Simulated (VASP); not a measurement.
Here is a VASP 6.6.1 calculation.

File POSCAR:

```
Sr
1.0
    0.0000000000      3.0521104090      3.0521104090
    3.0521104090      0.0000000000      3.0521104090
    3.0521104090      3.0521104090      0.0000000000
Sr
1
Direct
    0.0000000000      0.0000000000      0.0000000000
```

The input INCAR.step1:

```
ALGO = Normal
EDIFF = 1E-4
ENCUT = 520
GGA = PE
ISMEAR = 1
LASPH = T
LCHARG = F
LREAL = F
LWAVE = T
NBANDS = 11
NELM = 100
PREC = Accurate
SIGMA = 0.3
```

Contents of INCAR.step2:

```
ALGO = Normal
EDIFF = 1E-6
ENCUT = 520
ISIF = 2
ISMEAR = 1
ISTART = 1
LASPH = T
LCHARG = T
LELF = T
LMIXTAU = T
LREAL = F
LVHAR = T
LWAVE = F
METAGGA = R2SCAN
NBANDS = 11
NELM = 100
PREC = Accurate
SIGMA = 0.3
```

KPOINTS

```
k-points
0
Gamma
  9 9 9
```

Potentials or basis: VASP PAW PBE potentials, release 64 (Sr_sv).

Run with:

```sh
$ cat potpaw_PBE.64/Sr_sv/POTCAR > POTCAR
$ cp INCAR.step1 INCAR
$ mpirun -np 1 vasp_std > vasp.out
$ cp INCAR.step2 INCAR
$ mpirun -np 1 vasp_std > vasp.out
```

**Question.** What does it give for the pressure?

**Answer.** 0.0 GPa.

**Question.** Predict the band gap on the k mesh.

**Answer.** Zero (band 5 reaches 1.46 eV, above the bottom of band 6 at 1.45 eV).

Caveat: the PAW data sets were made with another functional, which shifts forces and pressure a little.
